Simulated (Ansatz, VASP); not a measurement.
One calculation of Si2Mo, two programs

```xyz
9
Lattice="4.5855 0.0000 0.0000 -2.2927 3.9711 0.0000 0.0000 0.0000 6.5798" Properties=species:S:1:pos:R:3 pbc="T T T"
Mo    1.1464    1.9856    5.4831
Mo   -1.1464    1.9856    1.0966
Mo    2.2927    0.0000    3.2899
Si    0.0000    1.3015    3.2899
Si    1.1656    3.3204    1.0966
Si    3.4583    0.6508    5.4831
Si    2.2927    2.6696    3.2899
Si    1.1272    0.6508    1.0966
Si   -1.1656    3.3204    5.4831
```

Alike in both runs: task relaxation of cell and atoms; functional PBEsol; k mesh 7 × 7 × 4; occupations fermi-dirac, width 0.05 eV; no spin polarisation; Hubbard terms Mo d U = 1.0 eV.

|  | VASP | Ansatz |
| --- | --- | --- |
| version | VASP 6.6.1 | Ansatz 0.2.0 |
| potentials or method | VASP PAW PBE potentials, release 64 (Mo_sv, Si) | Ansatz PAW |
| plane-wave cutoff (eV) | 500 | 420 |
| valence electrons in the cell | 66 | 66 |

|  | VASP | Ansatz | Ansatz less VASP |
| --- | --- | --- | --- |
| gap on the k mesh at the Fermi level, each at its own relaxed structure (eV) | 0.32 | 0.33 | +0.010 |
| relaxed volume (Å³/atom) | 13.28 | 13.21 | -0.073 |
| relaxed length of the cell vector where the two differ most in proportion (Å) | 4.582 | 4.573 | -0.0090 |

VASP's potentials were made for PBE, not for PBEsol. The programs project onto different local orbitals, so the same U acts differently, and such runs can settle in different states.

Noted on Ansatz's run: odd divisions of the mesh miss points on the zone boundary, where band edges often lie, so the gap on the mesh can be too wide; the plane-wave basis is chosen anew once the cell has moved, so the energies of steps on either side of that aren't comparable.
